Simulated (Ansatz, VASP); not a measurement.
# Two plane-wave programs on BPd4

```
B Pd
1.0
     4.20263    0.00000    0.00000
     0.00000    4.20263    0.00000
     0.00000    0.00000    4.20263
B Pd
1 4
Direct
  0.50000 0.50000 0.50000
  0.23425 0.23425 0.23425
  0.76575 0.76575 0.23425
  0.76575 0.23425 0.76575
  0.23425 0.76575 0.76575
```

Alike in both runs: functional PBE; k mesh 10 × 10 × 10; occupations gaussian, width 0.1 eV; no spin polarisation.

Ansatz relaxed the structure, and its values are those at the end. VASP's run is a single point on that final structure, the one shown.

|  | VASP | Ansatz |
| --- | --- | --- |
| version | VASP 6.6.1 | Ansatz 0.2.0 |
| potentials or method | VASP PAW PBE potentials, release 64 (B, Pd_sv_GW), cutoff 540 eV | scalar-relativistic, plane waves, PAW |
| valence electrons in the cell | 75 | 75 |

```csv
,VASP,Ansatz,Ansatz less VASP
gap on the k mesh at the Fermi level (eV),none,none,-
pressure (GPa),-2.3,0.0,+2.31
rms of the force components (eV/Å),0.009,0.001,-0.0072
```

A gap of «none» marks a metal or a gap that the smearing closes.
